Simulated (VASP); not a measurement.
**Cu: single point with PBEsol**

The system is Cu.

```
Cu
1.0
     0.00000    1.77456    1.77456
     1.77456    0.00000    1.77456
     1.77456    1.77456    0.00000
Cu
1
Direct
  0.00000 0.00000 0.00000
```

* Program: VASP 6.6.1
* Task: single point
* Functional: PBEsol
* Potentials or basis: VASP PAW PBE potentials, release 64 (Cu)
* Cutoff: 600 eV
* k mesh: 13 × 13 × 13
* Occupations: fermi-dirac, width 0.05 eV
* Spin: no spin polarisation
* Dipole correction: no
* Further INCAR settings: ALGO = Normal; EDIFF = 1e-06; NBANDS = 12

| Quantity | Value |
| --- | --- |
| Pressure | 2.8 GPa |
| Band gap on the k mesh | zero (an odd number of electrons rules out a gap without spin polarisation) |

Levels at points of the mesh, in eV from the Fermi level:
```
           k point  band 3  band 4  band 5  band 6  band 7  band 8  band 9  band 10
(0.00, 0.00, 0.00)   -3.38   -3.38   -2.48   -2.48   22.85   25.89   25.89    25.89
```

Wall time 8.2 s on 1 thread of AMD EPYC 7R13 Processor (Zen 3) (shared host), peak memory 0.1 GiB.

Caveat: the PAW data sets were made with another functional, which shifts forces and pressure a little.
